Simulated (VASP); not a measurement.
Runs of VASP 6.6.1 on SiC. The structure is that of space group F-43m (No. 216), or close to it. The cells are those of the table. 

| cell | k mesh | smearing | gap on the mesh (eV) | pressure (GPa) |
| --- | --- | --- | --- | --- |
| a = 3.096 Å, angles 60.0°, 2 atoms | 10 × 10 × 10 | gaussian 0.01 eV | (a) | -2.9 |
| a = 3.081 Å, angles 60.0°, 2 atoms | 10 × 10 × 10 | gaussian 0.01 eV | 1.19 | 0.4 |
| a = 3.088 Å, angles 59.7°, 2 atoms | 10 × 10 × 10 | gaussian 0.01 eV | 1.21 | 0.4 |
| a = 3.073 Å, angles 60.3°, 2 atoms | 10 × 10 × 10 | gaussian 0.01 eV | 1.18 | 0.4 |
| a = 3.065 Å, angles 60.0°, 2 atoms | 10 × 10 × 10 | gaussian 0.01 eV | (b) | 3.8 |
| a = 3.088, b = 3.088, c = 3.081 Å, angles 60.1, 60.1, 59.8°, 2 atoms | 10 × 10 × 10 | gaussian 0.01 eV | 1.21 | -0.7 |
| a = 3.081 Å, angles 60.0°, 2 atoms | 16 × 16 × 16 | fermi-dirac 0.05 eV | (c) | 0.4 |
| a = 3.073, b = 3.073, c = 3.081 Å, angles 59.9, 59.9, 60.2°, 2 atoms | 10 × 10 × 10 | gaussian 0.01 eV | 1.18 | 1.5 |

Alike in all rows: task single point; level PBEsol; potentials or basis VASP PAW PBE potentials, release 64 (Si, C); no spin polarisation; cutoff (eV) 520.

Question: Estimate the missing entries.

Answer: (a) 1.25; (b) 1.22; (c) 1.23.

Caveats: the PAW data sets were made with another functional, which shifts forces and pressure a little.

A k mesh can miss the band edges.
